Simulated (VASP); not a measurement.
# Cd (P6_3/mmc) in VASP: notebook, part 2 of 2

VASP 6.6.1. The steps go on from the part before.

### 3 Single point, LDA (volume scaled by 1.02)

INCAR

```
PREC = Accurate
ENCUT = 520
EDIFF = 1E-6
ISMEAR = -1
SIGMA = 0.05
LREAL = False
LASPH = True
NELM = 80
ALGO = Fast
ISIF = 2
LWAVE = False
LCHARG = False
GGA = CA
NBANDS = 19
```

KPOINTS

```
regular mesh
0
Gamma
  10 10 5
```

POSCAR

```
Cd
1.0
    2.9985981908      0.0000000000      0.0000000000
   -1.4992990954      2.5968622090      0.0000000000
    0.0000000000      0.0000000000      5.6548540644
Cd
2
Direct
    0.6666666667      0.3333333333      0.7500000000
    0.3333333333      0.6666666667      0.2500000000
```

Potentials or basis: VASP PAW LDA potentials, release 64 (Cd).

Started as:

```
$ cat potpaw_LDA.64/Cd/POTCAR > POTCAR
$ mpirun -np 1 vasp_std > vasp.out
```

OUTCAR:

```text
PREC = Accurate
   ENCUT = 520
   EDIFF = 1E-6
   ISMEAR = -1
   LREAL = False
   LASPH = True
   NELM = 80
   ISIF = 2
   GGA = CA

 ion  position               nearest neighbor table
   1  0.667  0.333  0.750-   2 3.32   2 3.32   2 3.32   2 3.32   2 3.32   2 3.32
   2  0.333  0.667  0.250-   1 3.32   1 3.32   1 3.32   1 3.32   1 3.32   1 3.32

  LATTYP: Found a hexagonal cell.
 ALAT       =     2.9985981908
 C/A-ratio  =     1.8858325473

  Lattice vectors:

 A1 = (   2.9985981908,   0.0000000000,   0.0000000000)
 A2 = (  -1.4992990954,   2.5968622090,   0.0000000000)
 A3 = (   0.0000000000,   0.0000000000,   5.6548540644)

Analysis of symmetry for initial positions (statically):
=====================================================================
 Subroutine PRICEL returns:
 Original cell was already a primitive cell.

 Routine SETGRP: Setting up the symmetry group for a
 hexagonal supercell.

 Subroutine GETGRP returns: Found 24 space group operations
 (whereof 12 operations were pure point group operations)
 out of a pool of 24 trial point group operations.

The static configuration has the point symmetry D_3d.
 The point group associated with its full space group is D_6h.

Analysis of symmetry for dynamics (positions and initial velocities):
=====================================================================
 Subroutine PRICEL returns:
 Original cell was already a primitive cell.

 Routine SETGRP: Setting up the symmetry group for a
 hexagonal supercell.

 Subroutine GETGRP returns: Found 24 space group operations
 (whereof 12 operations were pure point group operations)
 out of a pool of 24 trial point group operations.

The dynamic configuration has the point symmetry D_3d.
 The point group associated with its full space group is D_6h.

 Subroutine INISYM returns: Found 24 space group operations
[... 106 lines left out ...]
   TEBEG  =    0.0;   TEEND  =   0.0 temperature during run
   PSTRESS=    0.0 pullay stress
   NELECT =      24.0000    total number of electrons
   NUPDOWN=      -1.0000    fix difference up-down
   EMIN   =  10.00;   EMAX   =-10.00  energy-range for DOS
   EFERMI =   0.00;   METHOD = LEGACY
   ISMEAR =    -1;   SIGMA  =   0.05  broadening in eV -4-tet -1-fermi 0-gaus
   EFERMI_NEDOS =   21; number of points for ismear=-14 and -15
   IALGO  =     68    algorithm
   IMIX   =      4    mixing-type and parameters
     AMIX     =   0.40;   BMIX     =  1.00
     AMIX_MAG =   1.60;   BMIX_MAG =  1.00
  volume/ion in A,a.u.               =      22.02       148.58
  Fermi-wavevector in a.u.,A,eV,Ry     =   1.337260  2.527054 24.330798  1.788263
  Thomas-Fermi vector in A             =   2.465822
   LORBIT       =      0    0 simple, 1 ext, 2 COOP (PROOUT), +10 PAW based schemes
   GGA     = CA    functional components
   LHFCALC =     F    Hartree Fock is set to
   AEXX    =    0.0000 exact exchange contribution
   IVDW    =     0    specifies the selected vdW correction
   LEPSILON=     F    determine dielectric tensor
   LRPA    =     F    only Hartree local field effects (RPA)
 non-spin polarized calculation
 RMM-DIIS sequential band-by-band and
  energy-cutoff  :      520.00
  volume of cell :       44.03
 maximum number of plane-waves:      1209
 NGX is ok and might be reduce to    24
   NGX = 11   NGY = 11   NGZ = 21

 number of electron      23.9999989 magnetization

 Free energy of the ion-electron system (eV)
  ---------------------------------------------------
  ext. energy  EPLUGINS =         0.00000000
  ---------------------------------------------------
  free energy    TOTEN  =        -2.99565398 eV

  energy without entropy =       -2.99363873  energy(sigma->0) =       -2.99464635

 E-fermi :   2.4588     XC(G=0): -11.2658

 val. band max:        2.2381101787   @ k =   0.3000   0.2000   0.2000
 cond. band min:       2.5056490833   @ k =   0.4000   0.0000   0.0000
 fundamental gap:      0.2675389045
 Fermi energy:         2.4587621280

 k-point     1 :       0.0000    0.0000    0.0000
  band No.  band energies     occupation
      1      -7.1845      2.00000
      2      -6.9270      2.00000
      3      -6.5689      2.00000
      4      -6.5689      2.00000
      5      -6.5197      2.00000
      6      -6.5197      2.00000
[... 505 lines left out ...]
      6      -6.1265      2.00000
[... 11 lines left out ...]
     18      12.4225      0.00000
     19      15.7421      0.00000

 [... further k-points ...]
[... 5 lines left out ...]
  --------------------------------------------------------------------------------------
  -------------------------------------------------------------------------------------
  Total       -1.4097259     -1.4097259     -1.1915564      0.0000000      0.0000000      0.0000000
  in kB      -51.2928337    -51.2928337    -43.3547425      0.0000000      0.0000000      0.0000000
  external PRESSURE =     -48.6468033 kB  Pullay stress =       0.0000000 kB

 VOLUME and BASIS-vectors are now :
 -----------------------------------------------------------------------------
  energy-cutoff  :      520.00
  volume of cell :       44.03
      direct lattice vectors                 reciprocal lattice vectors
     2.998598191  0.000000000  0.000000000     0.333489163  0.192540058  0.000000000
    -1.499299095  2.596862209  0.000000000     0.000000000  0.385080116  0.000000000
     0.000000000  0.000000000  5.654854064     0.000000000  0.000000000  0.176839223

 POSITION                                       TOTAL-FORCE (eV/Angst)
 -----------------------------------------------------------------------------------
      1.49930      0.86562      4.24114         0.000000      0.000000     -0.000000
     -0.00000      1.73124      1.41371        -0.000000     -0.000000      0.000000
 -----------------------------------------------------------------------------------
    total drift:                               -0.000000      0.000000      0.000000

  FREE ENERGIE OF THE ION-ELECTRON SYSTEM (eV)
  ---------------------------------------------------
  free  energy   TOTEN  =        -2.9956539834 eV

  energy  without entropy=       -2.9936387251  energy(sigma->0) =       -2.99464635
```

OSZICAR:

```text
N       E                     dE             d eps       ncg     rms          rms(c)
DAV:   1     0.176557024879E+03    0.17656E+03   -0.13026E+04  1596   0.127E+03
DAV:   2     0.977520248436E+00   -0.17558E+03   -0.16924E+03  1668   0.335E+02
DAV:   3    -0.313683098835E+01   -0.41144E+01   -0.41061E+01  1840   0.581E+01
DAV:   4    -0.314458272608E+01   -0.77517E-02   -0.77512E-02  1780   0.244E+00
DAV:   5    -0.314460794859E+01   -0.25223E-04   -0.25223E-04  1799   0.134E-01    0.430E+00
RMM:   6    -0.301256839984E+01    0.13204E+00   -0.27497E-01  1603   0.477E+00    0.348E+00
RMM:   7    -0.299822603993E+01    0.14342E-01   -0.20335E-02  1658   0.910E-01    0.172E+00
RMM:   8    -0.299562445943E+01    0.26016E-02   -0.34332E-03  1718   0.800E-01    0.769E-02
RMM:   9    -0.299565141456E+01   -0.26955E-04   -0.20503E-04  1753   0.134E-01    0.320E-02
RMM:  10    -0.299565523774E+01   -0.38232E-05   -0.71197E-05  1758   0.108E-01    0.244E-02
RMM:  11    -0.299565394980E+01    0.12879E-05   -0.89214E-06  1752   0.286E-02    0.410E-03
RMM:  12    -0.299565398339E+01   -0.33599E-07   -0.27155E-07  1065   0.581E-03
   1 F= -.29956540E+01 E0= -.29946464E+01  d E =-.201526E-02
```

It took 17 s on 1 thread of AMD EPYC 9R14 (Zen 4), shared host; peak memory 0.12 GiB.

Results:

* Free energy: -2.9957 eV
* Pressure: -4.9 GPa
* Band gap on the k mesh: zero (band 12 reaches 3.56 eV, above the bottom of band 13 at -0.36 eV)

### 4 Single point, LDA (volume scaled by 1.04)

INCAR

```
SYSTEM = Cd
PREC     = Accurate       ! precision mode
ENCUT    = 520            ! plane-wave cutoff, eV
EDIFF    = 1E-7           ! SCF threshold, eV
ISMEAR   = -1             ! smearing method
SIGMA    = 0.05           ! smearing width, eV
LREAL    = .FALSE.        ! projectors in reciprocal space
LASPH    = .TRUE.         ! aspherical terms in the spheres
NELM     = 60             ! most SCF steps
ALGO     = Fast           ! electronic algorithm
ISIF     = 2              ! what is computed and relaxed
LWAVE    = .FALSE.        ! write WAVECAR
LCHARG   = .FALSE.        ! write CHGCAR
GGA      = CA             ! functional
NBANDS   = 19             ! bands
```

KPOINTS

```
Automatic mesh
0
G
  10 10 5
  0 0 0
```

POSCAR

```
Cd
1.0
    3.0180701533      0.0000000000      0.0000000000
   -1.5090350766      2.6137254232      0.0000000000
    0.0000000000      0.0000000000      5.6915749249
Cd
2
Direct
    0.6666666667      0.3333333333      0.7500000000
    0.3333333333      0.6666666667      0.2500000000
```

Started as:

```
$ cat potpaw_LDA.64/Cd/POTCAR > POTCAR
$ mpirun -np 1 vasp_std > vasp.out
```

Wall time 17 s (1 thread of AMD EPYC 9R14 (Zen 4), shared host); peak memory 0.12 GiB.

It converged, with:

```yaml
Free_energy: -2.9672 eV
Pressure: -5.7 GPa
Band_gap_on_the_k_mesh: zero (band 12 reaches 3.40 eV, above the bottom of band 13 at -0.41 eV)
```

Stress tensor (GPa, compression positive):
```
-6.04  0.00  0.00
 0.00 -6.04  0.00
 0.00  0.00 -4.88
```

Levels at points of the mesh, in eV from the Fermi level:
```csv
k point,band 10,band 11,band 12,band 13,band 14,band 15
"(0.00, 0.00, 0.00)",-8.26,-8.26,-2.98,-2.74,10.39,14.44
"(0.50, 0.00, 0.00)",-7.99,-2.12,-1.75,1.97,2.99,3.09
```

### 5 Single point, LDA (volume scaled by 1.06)

INCAR

```
SYSTEM = Cd
  PREC = Accurate
  ENCUT = 520
  EDIFF = 1E-6
  ISMEAR = -1
  SIGMA = 0.05
  LREAL = .FALSE.
  LASPH = .TRUE.
  NELM = 60
  ALGO = Fast
  ISIF = 2
  LWAVE = .FALSE.
  LCHARG = .FALSE.
  GGA = CA
  NBANDS = 19
```

KPOINTS is that of step 4.

POSCAR

```
Cd
1.0
    3.0372940483      0.0000000000      0.0000000000
   -1.5186470242      2.6303738046      0.0000000000
    0.0000000000      0.0000000000      5.7278279719
Cd
2
Direct
    0.6666666667      0.3333333333      0.7500000000
    0.3333333333      0.6666666667      0.2500000000
```

Started as:

```
$ cat potpaw_LDA.64/Cd/POTCAR > POTCAR
$ mpirun -np 1 vasp_std > vasp.out
```

Wall time 18 s (1 thread of AMD EPYC 9R14 (Zen 4), shared host); peak memory 0.13 GiB.

Results (log left out):

* Free energy: -2.9348 eV
* Pressure: -6.3 GPa
* Band gap on the k mesh: zero (band 12 reaches 3.24 eV, above the bottom of band 13 at -0.46 eV)

Stress tensor (GPa, compression positive):
```
-6.80  0.00  0.00
 0.00 -6.80  0.00
 0.00  0.00 -5.35
```

Levels at points of the mesh, in eV from the Fermi level:
```
           k point  band 8  band 9  band 10  band 11  band 12  band 13  band 14  band 15  band 16  band 17
(0.00, 0.00, 0.00)   -8.48   -8.39    -8.25    -8.25    -3.00    -2.66    10.27    14.23    14.23    14.41
(0.50, 0.00, 0.00)   -8.28   -8.01    -7.99    -2.08    -1.75     1.93     2.88     3.07     5.26     8.14
```

### 6 Summary

| cell | gap on the mesh (eV) | pressure (GPa) |
| --- | --- | --- |
| a = 2.979, b = 2.979, c = 5.618 Å, angles 90.0, 90.0, 120.0°, 2 atoms | none | -4.0 |
| a = 2.999, b = 2.999, c = 5.655 Å, angles 90.0, 90.0, 120.0°, 2 atoms | none | -4.9 |
| a = 3.018, b = 3.018, c = 5.692 Å, angles 90.0, 90.0, 120.0°, 2 atoms | none | -5.7 |
| a = 3.037, b = 3.037, c = 5.728 Å, angles 90.0, 90.0, 120.0°, 2 atoms | none | -6.3 |

Alike in all rows: task single point; level LDA; potentials or basis VASP PAW LDA potentials, release 64 (Cd); no spin polarisation; k mesh 10 × 10 × 5; cutoff (eV) 520; smearing fermi-dirac 0.05 eV.

Absolute energies hang on the potentials; compare differences alone.
